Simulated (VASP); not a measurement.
# ZnCu2SnSe4 (I-4) in VASP: single point with PBE

Aim: the single point of ZnCu2SnSe4 with PBE.

Everything below comes from runs of VASP 6.6.1. Logs are shortened: lines on timing, memory, paths and dates and some standing lists are left out, and cuts for length are marked.

### 1 The cell of the first run

It takes space group I-4 (No. 82, tetragonal). The conventional cell has a = 5.771 Å, b = 5.771 Å, c = 11.480 Å, α = 90.00°, β = 90.00°, γ = 90.00°. Zn (site symmetry -4) has 4 Se at 2.49 Å within 3.3 Å. Cu (site symmetry -4) has 4 Se at 2.44 Å within 3.2 Å. Within 3.2 Å of Cu (site symmetry -4) lie 4 Se at 2.44 Å. Within 3.4 Å of Sn (site symmetry -4) lie 4 Se at 2.62 Å. Within 3.2 Å of Se (site symmetry 1) lie 2 Cu at 2.44 Å and 1 Zn at 2.49 Å and 1 Sn at 2.62 Å.

### 2 Single point, PBE, collinear spin, ferromagnetic start

INCAR

```
SYSTEM = ZnCu2SnSe4
PREC     = Accurate       ! precision mode
ENCUT    = 520            ! plane-wave cutoff, eV
EDIFF    = 1E-7           ! SCF threshold, eV
ISMEAR   = 0              ! smearing method
SIGMA    = 0.1            ! smearing width, eV
LREAL    = .FALSE.        ! projectors in reciprocal space
LASPH    = .TRUE.         ! aspherical terms in the spheres
NELM     = 150            ! most SCF steps
ALGO     = Normal         ! electronic algorithm
ISIF     = 2              ! what is computed and relaxed
LWAVE    = .FALSE.        ! write WAVECAR
LCHARG   = .FALSE.        ! write CHGCAR
ISPIN    = 2              ! spin polarisation
MAGMOM   = 0 1 1 0 0 0 0 0 ! initial moments
LORBIT   = 11             ! projections on sites
LMAXMIX  = 4              ! l up to which the mixer works
GGA      = PE             ! functional
NBANDS   = 50             ! bands
```

KPOINTS

```
Automatic mesh
0
G
  4 4 4
  0 0 0
```

POSCAR

```
ZnCu2SnSe4
1.0
   -2.8856370000      2.8856370000      5.7398310000
    2.8856370000     -2.8856370000      5.7398310000
    2.8856370000      2.8856370000     -5.7398310000
Zn Cu Sn Se
1 2 1 4
Direct
    0.7500000000      0.2500000000      0.5000000000
    0.2500000000      0.7500000000      0.5000000000
    0.0000000000      0.0000000000      0.0000000000
    0.5000000000      0.5000000000      0.0000000000
    0.6297540000      0.6365340000      0.5262470000
    0.1102870000      0.1035070000      0.4737530000
    0.8964930000      0.3702460000      0.0067800000
    0.3634660000      0.8897130000      0.9932200000
```

Potentials or basis: VASP PAW PBE potentials, release 64 (Zn, Cu, Sn_d, Se).

On the command line:

```sh
cat potpaw_PBE.64/Zn/POTCAR potpaw_PBE.64/Cu/POTCAR potpaw_PBE.64/Sn_d/POTCAR potpaw_PBE.64/Se/POTCAR > POTCAR
mpirun -np 1 vasp_std > vasp.out
```

OUTCAR:

```text
SYSTEM = ZnCu2SnSe4
   PREC = Accurate
   ENCUT = 520
   EDIFF = 1E-7
   ISMEAR = 0
   LREAL = .FALSE.
   LASPH = .TRUE.
   NELM = 150
   ISIF = 2
   ISPIN = 2
   LORBIT = 11
   GGA = PE

 ion  position               nearest neighbor table
   1  0.750  0.250  0.500-   7 2.49   5 2.49   6 2.49   8 2.49
   2  0.250  0.750  0.500-   5 2.44   6 2.44   8 2.44   7 2.44
   3  0.000  0.000  0.000-   5 2.44   6 2.44   7 2.44   8 2.44
   4  0.500  0.500  0.000-   5 2.62   8 2.62   7 2.62   6 2.62
   5  0.630  0.637  0.526-   2 2.44   3 2.44   1 2.49   4 2.62
   6  0.110  0.104  0.474-   2 2.44   3 2.44   1 2.49   4 2.62
   7  0.896  0.370  0.007-   2 2.44   3 2.44   1 2.49   4 2.62
   8  0.363  0.890  0.993-   2 2.44   3 2.44   1 2.49   4 2.62

  LATTYP: Found a body centered tetragonal cell.
 ALAT       =     5.7712740000
 C/A-ratio  =     1.9891036191

  Lattice vectors:

 A1 = (  -2.8856370000,   2.8856370000,   5.7398310000)
 A2 = (   2.8856370000,  -2.8856370000,   5.7398310000)
 A3 = (   2.8856370000,   2.8856370000,  -5.7398310000)

Analysis of symmetry for initial positions (statically):
=====================================================================
 Subroutine PRICEL returns:
 Original cell was already a primitive cell.

 Routine SETGRP: Setting up the symmetry group for a
 body centered tetragonal supercell.

 Subroutine GETGRP returns: Found  4 space group operations
 (whereof  4 operations were pure point group operations)
 out of a pool of 16 trial point group operations.

The static configuration has the point symmetry S_4 .

Analysis of symmetry for dynamics (positions and initial velocities):
=====================================================================
 Subroutine PRICEL returns:
 Original cell was already a primitive cell.

 Routine SETGRP: Setting up the symmetry group for a
 body centered tetragonal supercell.

 Subroutine GETGRP returns: Found  4 space group operations
 (whereof  4 operations were pure point group operations)
 out of a pool of 16 trial point group operations.

The dynamic configuration has the point symmetry S_4 .

Analysis of structural, dynamic, and magnetic symmetry:
=====================================================================
 Subroutine PRICEL returns:
 Original cell was already a primitive cell.

 Routine SETGRP: Setting up the symmetry group for a
 body centered tetragonal supercell.

 Subroutine GETGRP returns: Found  4 space group operations
 (whereof  4 operations were pure point group operations)
 out of a pool of 16 trial point group operations.

The overall configuration has the point symmetry S_4 .

 Subroutine INISYM returns: Found  4 space group operations
 (whereof  4 operations are pure point group operations),
 and found     1 'primitive' translations

----------------------------------------------------------------------------------------

                                     Primitive cell

  volume of cell :     191.1800

  direct lattice vectors                    reciprocal lattice vectors
    -2.885637000  2.885637000  5.739831000     0.000000000  0.173271967  0.087110579
     2.885637000 -2.885637000  5.739831000     0.173271967  0.000000000  0.087110579
     2.885637000  2.885637000 -5.739831000     0.173271967  0.173271967  0.000000000

  length of vectors
     7.042688528  7.042688528  7.042688528     0.193936659  0.193936659  0.245043566

  position of ions in fractional coordinates (direct lattice)
     0.750000000  0.250000000  0.500000000
     0.250000000  0.750000000  0.500000000
     0.000000000  0.000000000  0.000000000
     0.500000000  0.500000000  0.000000000
     0.629754000  0.636534000  0.526247000
     0.110287000  0.103507000  0.473753000
     0.896493000  0.370246000  0.006780000
     0.363466000  0.889713000  0.993220000

  ion indices of the primitive-cell ions
   primitive index   ion index
                 1           1
                 2           2
                 3           3
[... 49 lines left out ...]
   number of dos      NEDOS =    301   number of ions     NIONS =      8
   total plane-waves  NPLWV = 157464
   dimension x,y,z NGX =    54 NGY =   54 NGZ =   54
   dimension x,y,z NGXF=   108 NGYF=  108 NGZF=  108
   ions per type =               1   2   1   4
   NGX,Y,Z   is equivalent  to a cutoff of  12.75, 12.75, 12.75 a.u.
   NGXF,Y,Z  is equivalent  to a cutoff of  25.49, 25.49, 25.49 a.u.
 SYSTEM =  ZnCu2SnSe4
   PREC   = accura    normal or accurate (medium, high low for compatibility)
   ISTART =      0    job   : 0-new  1-cont  2-samecut
   ICHARG =      2    charge: 1-file 2-atom 10-const
   ISPIN  =      2    spin polarized calculation?
   LNONCOLLINEAR =      F non collinear calculations
   LSORBIT =      F    spin-orbit coupling
   LASPH  =      T    aspherical Exc in radial PAW
   ENCUT  =  520.0 eV  38.22 Ry    6.18 a.u.  13.09 13.09 13.09*2*pi/ulx,y,z
   NELM   =    150;   NELMIN=  2; NELMDL= -5     # of ELM steps
   EDIFF  = 0.1E-06   stopping-criterion for ELM
   LREAL  =      F    real-space projection
   EDIFFG = 0.1E-05   stopping-criterion for IOM
   NSW    =      0    number of steps for IOM
   IBRION =     -1    ionic relax: 0-MD 1-quasi-New 2-CG
   NFREE  =      0    steps in history (QN), initial steepest desc. (CG)
   ISIF   =      2    stress and relaxation
   ISYM   =      2    0-nonsym 1-usesym 2-fastsym
   POTIM  = 0.5000    time-step for ionic-motion
   TEBEG  =    0.0;   TEEND  =   0.0 temperature during run
   PSTRESS=    0.0 pullay stress
   NELECT =      72.0000    total number of electrons
   NUPDOWN=      -1.0000    fix difference up-down
   EMIN   =  10.00;   EMAX   =-10.00  energy-range for DOS
   EFERMI =   0.00;   METHOD = LEGACY
   ISMEAR =     0;   SIGMA  =   0.10  broadening in eV -4-tet -1-fermi 0-gaus
   EFERMI_NEDOS =   21; number of points for ismear=-14 and -15
   IALGO  =     38    algorithm
   IMIX   =      4    mixing-type and parameters
     AMIX     =   0.40;   BMIX     =  1.00
     AMIX_MAG =   1.60;   BMIX_MAG =  1.00
  volume/ion in A,a.u.               =      23.90       161.27
  Fermi-wavevector in a.u.,A,eV,Ry     =   1.182238  2.234105 19.016675  1.397686
  Thomas-Fermi vector in A             =   2.318496
   LORBIT       =     11    0 simple, 1 ext, 2 COOP (PROOUT), +10 PAW based schemes
   GGA     = PE    functional components
   LHFCALC =     F    Hartree Fock is set to
   AEXX    =    0.0000 exact exchange contribution
   IVDW    =     0    specifies the selected vdW correction
   LEPSILON=     F    determine dielectric tensor
   LRPA    =     F    only Hartree local field effects (RPA)
 spin polarized calculation
 Gauss-broadening in eV      SIGMA  =   0.10
  energy-cutoff  :      520.00
  volume of cell :      191.18
 maximum number of plane-waves:      5186
 NGX is ok and might be reduce to    54
   NGX = 27   NGY = 27   NGZ = 27

 number of electron      71.9999970 magnetization       0.0001063

 number of electron      71.9999970 magnetization      -0.0000045

 Free energy of the ion-electron system (eV)
  ---------------------------------------------------
  ext. energy  EPLUGINS =         0.00000000
  ---------------------------------------------------
  free energy    TOTEN  =       -29.58348319 eV

  energy without entropy =      -29.58090172  energy(sigma->0) =      -29.58219245

 E-fermi :   3.6205     XC(G=0):  -9.3016

 val. band max:        3.5734635075   @ k =   0.0000   0.0000   0.0000
 cond. band min:       3.6212415765   @ k =   0.0000   0.0000   0.0000
 fundamental gap:      0.0477780690
 Fermi energy:         3.6204520386

 spin component 1

 k-point     1 :       0.0000    0.0000    0.0000
  band No.  band energies     occupation
      1     -18.5676      1.00000
      2     -18.5652      1.00000
      3     -18.5652      1.00000
      4     -18.5171      1.00000
      5     -18.5149      1.00000
      6     -10.5187      1.00000
[... 703 lines left out ...]
     47      10.6378      0.00000
     48      11.0504      0.00000
 Fermi energy:         3.6204520386

 spin component 2

 k-point     1 :       0.0000    0.0000    0.0000
  band No.  band energies     occupation
      1     -18.5675      1.00000
      2     -18.5652      1.00000
      3     -18.5652      1.00000
      4     -18.5171      1.00000
      5     -18.5149      1.00000
      6     -10.5187      1.00000
[... 703 lines left out ...]
     47      10.6378      0.00000
     48      11.0504      0.00000
 [bands above 48 left out]

------------------------ aborting loop because EDIFF is reached ----------------------------------------

  FORCE on cell =-STRESS in cart. coord.  units (eV):
  Direction    XX          YY          ZZ          XY          YZ          ZX
  --------------------------------------------------------------------------------------
  -------------------------------------------------------------------------------------
  Total        0.3107785      0.3107785      0.4513063     -0.0000001      0.0000000      0.0000000
  in kB        2.6044683      2.6044683      3.7821564     -0.0000005      0.0000000      0.0000000
  external PRESSURE =       2.9970310 kB  Pullay stress =       0.0000000 kB

 VOLUME and BASIS-vectors are now :
 -----------------------------------------------------------------------------
  energy-cutoff  :      520.00
  volume of cell :      191.18
      direct lattice vectors                 reciprocal lattice vectors
    -2.885637000  2.885637000  5.739831000     0.000000000  0.173271967  0.087110579
     2.885637000 -2.885637000  5.739831000     0.173271967  0.000000000  0.087110579
     2.885637000  2.885637000 -5.739831000     0.173271967  0.173271967  0.000000000

 POSITION                                       TOTAL-FORCE (eV/Angst)
 -----------------------------------------------------------------------------------
     -0.00000      2.88564      2.86992        -0.000000     -0.000000      0.000000
      2.88564     -0.00000      2.86992        -0.000000     -0.000000      0.000000
      0.00000      0.00000      0.00000         0.000000     -0.000000      0.000000
      0.00000      0.00000      5.73983         0.000000     -0.000000      0.000000
      1.53812      1.49899      4.24771         0.092490     -0.010732     -0.023403
      1.34751      1.38664     -1.49212        -0.092490      0.010732     -0.023403
     -1.49899      1.53812      7.23195         0.010732      0.092490      0.023403
      4.38463      1.34751      1.49212        -0.010732     -0.092490      0.023403
 -----------------------------------------------------------------------------------
    total drift:                                0.000011      0.000012      0.000012

  FREE ENERGIE OF THE ION-ELECTRON SYSTEM (eV)
  ---------------------------------------------------
  free  energy   TOTEN  =       -29.5834831891 eV

  energy  without entropy=      -29.5809017197  energy(sigma->0) =      -29.58219245

 total charge

# of ion       s       p       d       tot
------------------------------------------
    1        0.539   0.417   9.779  10.735
    2        0.361   0.318   9.261   9.941
    3        0.362   0.316   9.260   9.938
    4        1.159   1.009  10.042  12.210
    5        1.453   2.348   0.042   3.843
    6        1.453   2.348   0.042   3.843
    7        1.453   2.348   0.042   3.843
    8        1.453   2.348   0.042   3.843
--------------------------------------------------
tot          8.232  11.452  38.513  58.196

 magnetization (x)

# of ion       s       p       d       tot
------------------------------------------
    1        0.000   0.000  -0.000   0.000
    2        0.000   0.000   0.000   0.000
    3       -0.000  -0.000   0.000   0.000
    4        0.000  -0.000  -0.000   0.000
    5        0.000   0.000  -0.000  -0.000
    6        0.000   0.000  -0.000  -0.000
    7        0.000   0.000  -0.000  -0.000
    8        0.000   0.000  -0.000  -0.000
--------------------------------------------------
tot          0.000   0.000   0.000   0.000
```

Run time: 7.7 min. Hardware: 1 thread of Oxide Virtual Turin-like, shared host; peak memory 0.63 GiB.

What came out:

```yaml
Free_energy: -29.5835 eV
Pressure: 0.3 GPa
Largest_force: 0.096 eV/Å
Band_gap_on_the_k_mesh: 0.05 eV, direct
Net_moment: 0.00 μB per cell
Valence_electrons_inside_the_program's_atomic_spheres: Zn 10.73; Cu 9.94; Sn 12.21; Se 3.84
```

Forces in eV/Å, atoms in the order of the input:
```
Zn   0.000  0.000  0.000
Cu   0.000  0.000  0.000
Cu   0.000  0.000  0.000
Sn   0.000  0.000  0.000
Se   0.092 -0.011 -0.023
Se  -0.092  0.011 -0.023
Se   0.011  0.092  0.023
Se  -0.011 -0.092  0.023
```

Caveat: spin-orbit coupling is left out, which moves the levels of the heavy elements.
